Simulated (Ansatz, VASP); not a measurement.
# Two plane-wave programs on NiO

```
Ni O
1.0
     0.00000    2.08097    2.08097
     2.08097    0.00000    2.08097
     2.08097    2.08097    0.00000
Ni O
1 1
Direct
  0.00000 0.00000 0.00000
  0.50000 0.50000 0.50000
```

Change from the starting cell: volume scaled by 0.98, ions relaxed.

Alike in both runs: functional PBE; k mesh 19 × 19 × 19; occupations fermi-dirac, width 0.05 eV; collinear spin.

Ansatz relaxed the structure, and its values are those at the end. VASP's run is a single point on that final structure, the one shown.

|  | VASP | Ansatz |
| --- | --- | --- |
| version | VASP 6.6.1 | Ansatz 0.2.0 |
| potentials or method | VASP PAW PBE potentials, release 64 (Ni, O) | plane-wave PAW, scalar-relativistic |
| plane-wave cutoff (eV) | 520 | 420 |
| valence electrons in the cell | 16 | 24 |

```csv
,VASP,Ansatz,Ansatz less VASP
pressure (GPa),6.6,7.0,+0.34
net moment per atom (μB),0.83,0.85,+0.020
size of the moment on the site where the two differ most (μB),0.25,0.27,+0.022
```

Site moments also hang on the region over which each program counts them. With one functional, cell and mesh, what is left measures potentials, basis and numerics. VASP's potentials hold 16 valence electrons a cell and Ansatz's 24, so a difference there can come from the potentials and not from the codes. Ansatz's warnings: stress scf threshold loose.
